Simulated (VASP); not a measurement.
Here is a VASP 6.6.1 calculation.

The input INCAR:

```
PREC = Accurate
ENCUT = 520
EDIFF = 1E-6
ISMEAR = 0
SIGMA = 0.02
LREAL = F
LASPH = T
NELM = 60
ALGO = Normal
ISIF = 2
LWAVE = F
LCHARG = T
GGA = PE
LELF = T
LVHAR = T
NBANDS = 18
```

Contents of KPOINTS:

```
regular mesh
0
Gamma
  6 6 4
```

Contents of POSCAR:

```
LiCl
1.0
    3.6013791644      0.0000000000      0.0000000000
   -1.8006895822      3.1188858451      0.0000000000
    0.0000000000      0.0000000000      6.0730389249
Li Cl
2 2
Direct
    0.0000000000      0.0000000000      0.5000000000
    0.0000000000      0.0000000000      0.0000000000
    0.6666666667      0.3333333333      0.2500000000
    0.3333333333      0.6666666667      0.7500000000
```

Potentials or basis: VASP PAW PBE potentials, release 64 (Li_sv, Cl).

Command:

```console
$ cat potpaw_PBE.64/Li_sv/POTCAR potpaw_PBE.64/Cl/POTCAR > POTCAR
$ mpirun -np 1 vasp_std > vasp.out
```

**Question.** Estimate the band gap on the k mesh.

**Answer.** 6.23 eV, direct.

 Expect the measured gap to be larger: semilocal functionals such as PBE lack the derivative discontinuity.
